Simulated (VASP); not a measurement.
# Nb (Fd-3m) in VASP: a series of runs

The runs below take Nb through relaxation of cell and atoms, single point, with PBEsol.

Program: VASP 6.6.1. These are calculated values, not measurements. Logs are shortened: lines on timing, memory, paths and dates and some standing lists are left out, and cuts for length are marked.

### 1 The cell of the first run

It takes space group Fd-3m (No. 227, cubic). The conventional cell has a = 5.770 Å, b = 5.770 Å, c = 5.770 Å, α = 90.00°, β = 90.00°, γ = 90.00°. Nb (site symmetry -43m) has 4 Nb at 2.50 Å within 3.3 Å.

This isn't the form of Nb at room conditions, which is bcc.

### 2 Relaxation of cell and atoms, PBEsol

INCAR

```
SYSTEM = Nb
PREC = Accurate
ENCUT = 500
EDIFF = 1E-7
ISMEAR = 0
SIGMA = 0.1
LREAL = .False.
LASPH = .True.
NELM = 120
ALGO = Normal
ISIF = 3
LWAVE = .False.
LCHARG = .False.
GGA = PS
IBRION = 2
NSW = 80
EDIFFG = -0.03
GGA_COMPAT = .False.
NELMIN = 4
```

KPOINTS

```
regular mesh
0
Gamma
  7 7 7
  0 0 0
```

POSCAR

```
Nb
1.0
    0.0000000000      2.8850000000      2.8850000000
    2.8850000000      0.0000000000      2.8850000000
    2.8850000000      2.8850000000      0.0000000000
Nb
2
Direct
    1.0000000000      1.0000000000      1.0000000000
    0.2500000000      0.2500000000      0.2500000000
```

Potentials or basis: VASP PAW PBE potentials, release 64 (Nb_sv).

Started as:

```sh
$ cat potpaw_PBE.64/Nb_sv/POTCAR > POTCAR
$ mpirun -np 1 vasp_std > vasp.out
```

OUTCAR:

```text
SYSTEM = Nb
   PREC = Accurate
   ENCUT = 500
   EDIFF = 1E-7
   ISMEAR = 0
   LREAL = .False.
   LASPH = .True.
   NELM = 120
   ISIF = 3
   GGA = PS
   IBRION = 2
   NSW = 80
   EDIFFG = -0.03
   NELMIN = 4

 ion  position               nearest neighbor table
   1  0.000  0.000  0.000-   2 2.50   2 2.50   2 2.50   2 2.50
   2  0.250  0.250  0.250-   1 2.50   1 2.50   1 2.50   1 2.50

  LATTYP: Found a face centered cubic cell.
 ALAT       =     5.7700000000

  Lattice vectors:

 A1 = (   0.0000000000,   2.8850000000,   2.8850000000)
 A2 = (   2.8850000000,   0.0000000000,   2.8850000000)
 A3 = (   2.8850000000,   2.8850000000,   0.0000000000)

Analysis of symmetry for initial positions (statically):
=====================================================================
 Subroutine PRICEL returns:
 Original cell was already a primitive cell.

 Routine SETGRP: Setting up the symmetry group for a
 face centered cubic supercell.

 Subroutine GETGRP returns: Found 48 space group operations
 (whereof 24 operations were pure point group operations)
 out of a pool of 48 trial point group operations.

The static configuration has the point symmetry T_d .
 The point group associated with its full space group is O_h .

Analysis of symmetry for dynamics (positions and initial velocities):
=====================================================================
 Subroutine PRICEL returns:
 Original cell was already a primitive cell.

 Routine SETGRP: Setting up the symmetry group for a
 face centered cubic supercell.

 Subroutine GETGRP returns: Found 48 space group operations
 (whereof 24 operations were pure point group operations)
 out of a pool of 48 trial point group operations.

The dynamic configuration has the point symmetry T_d .
 The point group associated with its full space group is O_h .

 Subroutine INISYM returns: Found 48 space group operations
 (whereof 24 operations are pure point group operations),
 and found     1 'primitive' translations

----------------------------------------------------------------------------------------

                                     Primitive cell

  volume of cell :      48.0250

  direct lattice vectors                    reciprocal lattice vectors
     0.000000000  2.885000000  2.885000000    -0.173310225  0.173310225  0.173310225
[... 69 lines left out ...]
   NGX,Y,Z   is equivalent  to a cutoff of  12.22, 12.22, 12.22 a.u.
   NGXF,Y,Z  is equivalent  to a cutoff of  24.45, 24.45, 24.45 a.u.
 SYSTEM =  Nb
   PREC   = accura    normal or accurate (medium, high low for compatibility)
   ISTART =      0    job   : 0-new  1-cont  2-samecut
   ICHARG =      2    charge: 1-file 2-atom 10-const
   ISPIN  =      1    spin polarized calculation?
   LNONCOLLINEAR =      F non collinear calculations
   LSORBIT =      F    spin-orbit coupling
   LASPH  =      T    aspherical Exc in radial PAW
   ENCUT  =  500.0 eV  36.75 Ry    6.06 a.u.   7.44  7.44  7.44*2*pi/ulx,y,z
   NELM   =    120;   NELMIN=  4; NELMDL= -5     # of ELM steps
   EDIFF  = 0.1E-06   stopping-criterion for ELM
   LREAL  =      F    real-space projection
   EDIFFG = -.3E-01   stopping-criterion for IOM
   NSW    =     80    number of steps for IOM
   IBRION =      2    ionic relax: 0-MD 1-quasi-New 2-CG
   NFREE  =      1    steps in history (QN), initial steepest desc. (CG)
   ISIF   =      3    stress and relaxation
   ISYM   =      2    0-nonsym 1-usesym 2-fastsym
   POTIM  = 0.5000    time-step for ionic-motion
   TEBEG  =    0.0;   TEEND  =   0.0 temperature during run
   PSTRESS=    0.0 pullay stress
   NELECT =      26.0000    total number of electrons
   NUPDOWN=      -1.0000    fix difference up-down
   EMIN   =  10.00;   EMAX   =-10.00  energy-range for DOS
   EFERMI =   0.00;   METHOD = LEGACY
   ISMEAR =     0;   SIGMA  =   0.10  broadening in eV -4-tet -1-fermi 0-gaus
   EFERMI_NEDOS =   21; number of points for ismear=-14 and -15
   IALGO  =     38    algorithm
   IMIX   =      4    mixing-type and parameters
     AMIX     =   0.40;   BMIX     =  1.00
     AMIX_MAG =   1.60;   BMIX_MAG =  1.00
  volume/ion in A,a.u.               =      24.01       162.04
  Fermi-wavevector in a.u.,A,eV,Ry     =   1.334269  2.521403 24.222103  1.780274
  Thomas-Fermi vector in A             =   2.463064
   LORBIT       =      0    0 simple, 1 ext, 2 COOP (PROOUT), +10 PAW based schemes
   GGA     = PS    functional components
   LHFCALC =     F    Hartree Fock is set to
   AEXX    =    0.0000 exact exchange contribution
   IVDW    =     0    specifies the selected vdW correction
   LEPSILON=     F    determine dielectric tensor
   LRPA    =     F    only Hartree local field effects (RPA)
 conjugate gradient relaxation of ions
 non-spin polarized calculation
 Gauss-broadening in eV      SIGMA  =   0.10
  energy-cutoff  :      500.00
  volume of cell :       48.03
 maximum number of plane-waves:      1243
 NGX is ok and might be reduce to    30
   NGX = 15   NGY = 15   NGZ = 15

--------------------------------------- Ionic step        1  -------------------------------------------

 number of electron      26.0000004 magnetization

 Free energy of the ion-electron system (eV)
  ---------------------------------------------------
  ext. energy  EPLUGINS =         0.00000000
  ---------------------------------------------------
  free energy    TOTEN  =       -16.61806560 eV

  energy without entropy =      -16.61069446  energy(sigma->0) =      -16.61438003

------------------------ aborting loop because EDIFF is reached ----------------------------------------

  FORCE on cell =-STRESS in cart. coord.  units (eV):
  Direction    XX          YY          ZZ          XY          YZ          ZX
  --------------------------------------------------------------------------------------
  -------------------------------------------------------------------------------------
  Total        0.3638411      0.3638411      0.3638411      0.0000000      0.0000000      0.0000000
  in kB       12.1382152     12.1382152     12.1382152      0.0000000      0.0000000      0.0000000
  external PRESSURE =      12.1382152 kB  Pullay stress =       0.0000000 kB
[... 59 lines left out ...]
--------------------------------------- Ionic step        3  -------------------------------------------

 number of electron      26.0000004 magnetization

 Free energy of the ion-electron system (eV)
  ---------------------------------------------------
  ext. energy  EPLUGINS =         0.00000000
  ---------------------------------------------------
  free energy    TOTEN  =       -16.62081693 eV

  energy without entropy =      -16.61205726  energy(sigma->0) =      -16.61643710

 E-fermi :   7.0944     XC(G=0): -10.7281

 val. band max:        7.0464135117   @ k =  -0.2857   0.2857   0.0000
 cond. band min:       7.1039787167   @ k =  -0.4286   0.4286   0.1429
 fundamental gap:      0.0575652050
 Fermi energy:         7.0943813835

 k-point     1 :       0.0000    0.0000    0.0000
  band No.  band energies     occupation
      1     -47.2856      2.00000
      2     -46.4574      2.00000
      3     -23.7390      2.00000
      4     -23.7390      2.00000
      5     -23.7390      2.00000
      6     -22.4521      2.00000
[... 418 lines left out ...]
  FREE ENERGIE OF THE ION-ELECTRON SYSTEM (eV)
  ---------------------------------------------------
  free  energy   TOTEN  =       -16.6208169301 eV

  energy  without entropy=      -16.6120572623  energy(sigma->0) =      -16.61643710

 reached required accuracy - stopping structural energy minimisation
```

Run time: 46 s. Hardware: 1 thread of Intel Xeon Platinum 8259CL at 2.50GHz (Skylake/Cascade Lake), shared host; peak memory 0.17 GiB.

What came out:

```
Free energy                           : -16.6208 eV
Relaxed volume                        : 24.38 Å³/atom
Relaxed cell                          : a = 4.101 Å, b = 4.101 Å, c = 4.101 Å, α = 60.00°, β = 60.00°, γ = 60.00°
Space group after relaxing (to 0.1 Å) : Fd-3m (No. 227)
Energy gained by relaxing             : 1.4 meV/atom
Ionic steps                           : 3
Pressure after relaxing               : 0.0 GPa
Band gap on the k mesh                : zero (bands 13 and 14 overlap by 1.15 eV)
```

The path:
```
step  energy change (eV)  largest force (eV/Å)  pressure (GPa)  volume (Å³)
   1              0.0000                0.0000            1.21        48.03
   2             -0.0013                0.0000           -0.83        49.30
   3             -0.0028                0.0000            0.00        48.76
```

Final structure:
```
Nb
1.0
     0.00000    2.89967    2.89967
     2.89967    0.00000    2.89967
     2.89967    2.89967    0.00000
Nb
2
Cartesian
  0.0000 0.0000 0.0000
  1.4498 1.4498 1.4498
```

Caveat: the PAW data sets were made with another functional, which shifts forces and pressure a little.

### 3 Relaxation of cell and atoms, PBEsol, target pressure 15 GPa, at which the enthalpy is minimised

INCAR

```
  PREC = Accurate
  ENCUT = 500
  EDIFF = 1E-7
  ISMEAR = 0
  SIGMA = 0.1
  LREAL = F
  LASPH = T
  NELM = 120
  ALGO = Normal
  ISIF = 3
  LWAVE = F
  LCHARG = F
  GGA = PS
  IBRION = 2
  NSW = 80
  EDIFFG = -0.03
  PSTRESS = 150.0
  GGA_COMPAT = F
  NELMIN = 4
```

KPOINTS

```
Automatic mesh
0
Gamma
  7 7 7
```

POSCAR is that of step 2.

Potentials or basis: VASP PAW PBE potentials, release 64 (Nb_sv).

Started as:

```sh
$ cat potpaw_PBE.64/Nb_sv/POTCAR > POTCAR
$ mpirun -np 1 vasp_std > vasp.out
```

Wall time 89 s (1 thread of Intel Xeon Platinum 8259CL at 2.50GHz (Skylake/Cascade Lake), shared host); peak memory 0.17 GiB.

The run converged. Its results:

```yaml
Free_energy: -16.3483 eV
Relaxed_volume: 21.12 Å³/atom
Relaxed_cell: a = 3.909 Å, b = 3.909 Å, c = 3.909 Å, α = 60.00°, β = 60.00°, γ = 60.00°
Space_group_after_relaxing_to_0.1_Å: Fd-3m (No. 227)
Energy_change_on_relaxing_the_run_minimises_the_enthalpy: +134.9 meV/atom
Ionic_steps: 5
Pressure_after_relaxing: 15.1 GPa
Band_gap_on_the_k_mesh: zero (bands 13 and 14 overlap by 1.90 eV)
```

The path:
```
step  energy change (eV)  largest force (eV/Å)  pressure (GPa)  volume (Å³)
   1              0.0000                0.0000            1.21        48.03
   2              1.6746                0.0000           51.67        35.05
   3              0.2316                0.0000           13.78        42.67
   4              0.2596                0.0000           14.76        42.35
   5              0.2697                0.0000           15.11        42.25
```

Final structure:
```cif
data_structure
_symmetry_space_group_name_H-M 'P 1'
_symmetry_Int_Tables_number 1
_cell_length_a 3.9093
_cell_length_b 3.9093
_cell_length_c 3.9093
_cell_angle_alpha 60.000
_cell_angle_beta 60.000
_cell_angle_gamma 60.000
_cell_volume 42.25
loop_
_atom_site_label
_atom_site_type_symbol
_atom_site_fract_x
_atom_site_fract_y
_atom_site_fract_z
_atom_site_occupancy
Nb1 Nb 0.00000 0.00000 0.00000 1
Nb2 Nb 0.25000 0.25000 0.25000 1
```

Levels at points of the mesh, in eV from the Fermi level:
```csv
k point,band 9,band 10,band 11,band 12,band 13,band 14,band 15,band 16,band 17
"(0.00, 0.00, 0.00)",-5.01,-2.26,-2.26,-0.75,-0.75,-0.75,2.21,2.21,2.21
```

Caveat: the cell is relaxed towards a set pressure, so the run minimises the enthalpy, not the energy; the PAW data sets were made with another functional, which shifts forces and pressure a little.

### 4 Relaxation of cell and atoms, PBEsol, target pressure 30 GPa, at which the enthalpy is minimised

INCAR

```
SYSTEM = Nb
PREC     = Accurate       ! precision mode
ENCUT    = 500            ! plane-wave cutoff, eV
EDIFF    = 1E-7           ! SCF threshold, eV
ISMEAR   = 0              ! smearing method
SIGMA    = 0.1            ! smearing width, eV
LREAL    = .FALSE.        ! projectors in reciprocal space
LASPH    = .TRUE.         ! aspherical terms in the spheres
NELM     = 120            ! most SCF steps
ALGO     = Normal         ! electronic algorithm
ISIF     = 3              ! what is computed and relaxed
LWAVE    = .FALSE.        ! write WAVECAR
LCHARG   = .FALSE.        ! write CHGCAR
GGA      = PS             ! functional
IBRION   = 2              ! ionic algorithm
NSW      = 80             ! ionic steps
EDIFFG   = -0.03          ! ionic threshold
PSTRESS  = 300.0        
GGA_COMPAT= .FALSE.      
NELMIN   = 4
```

KPOINTS

```
Automatic mesh
0
G
  7 7 7
  0 0 0
```

POSCAR is that of step 3.

Started as:

```sh
$ cat potpaw_PBE.64/Nb_sv/POTCAR > POTCAR
$ mpirun -np 1 vasp_std > vasp.out
```

Wall time 94 s (1 thread of Intel Xeon Platinum 8259CL at 2.50GHz (Skylake/Cascade Lake), shared host); peak memory 0.17 GiB.

The run converged. Its results:

- Free energy: -15.8610 eV
- Relaxed volume: 19.35 Å³/atom
- Relaxed cell: a = 3.797 Å, b = 3.797 Å, c = 3.797 Å, α = 60.00°, β = 60.00°, γ = 60.00°
- Space group after relaxing (to 0.1 Å): Fd-3m (No. 227)
- Energy change on relaxing (the run minimises the enthalpy): +378.6 meV/atom
- Ionic steps: 5
- Pressure after relaxing: 30.0 GPa
- Band gap on the k mesh: zero (bands 13 and 14 overlap by 2.25 eV)

The path:
| step | energy change (eV) | largest force (eV/Å) | pressure (GPa) | volume (Å³) |
| --- | --- | --- | --- | --- |
| 1 | 0.0000 | 0.0000 | 1.21 | 48.03 |
| 2 | 10.6528 | 0.0000 | 270.42 | 23.85 |
| 3 | 0.6103 | 0.0000 | 25.88 | 39.54 |
| 4 | 0.6960 | 0.0000 | 28.32 | 39.03 |
| 5 | 0.7571 | 0.0000 | 30.02 | 38.70 |

Final structure:
```cif
data_structure
_symmetry_space_group_name_H-M 'P 1'
_symmetry_Int_Tables_number 1
_cell_length_a 3.7967
_cell_length_b 3.7967
_cell_length_c 3.7967
_cell_angle_alpha 60.000
_cell_angle_beta 60.000
_cell_angle_gamma 60.000
_cell_volume 38.70
loop_
_atom_site_label
_atom_site_type_symbol
_atom_site_fract_x
_atom_site_fract_y
_atom_site_fract_z
_atom_site_occupancy
Nb1 Nb 0.00000 0.00000 0.00000 1
Nb2 Nb 0.25000 0.25000 0.25000 1
```

Levels at points of the mesh, in eV from the Fermi level:
| k point | band 10 | band 11 | band 12 | band 13 | band 14 | band 15 | band 16 | band 17 |
| --- | --- | --- | --- | --- | --- | --- | --- | --- |
| (0.00, 0.00, 0.00) | -2.63 | -2.63 | -0.80 | -0.80 | -0.80 | 2.47 | 2.47 | 2.47 |

Caveat: the cell is relaxed towards a set pressure, so the run minimises the enthalpy, not the energy; the volume moved by over 15 % at a fixed basis, so the end points are rough; the PAW data sets were made with another functional, which shifts forces and pressure a little.

(Continued in part 2 of 2.)
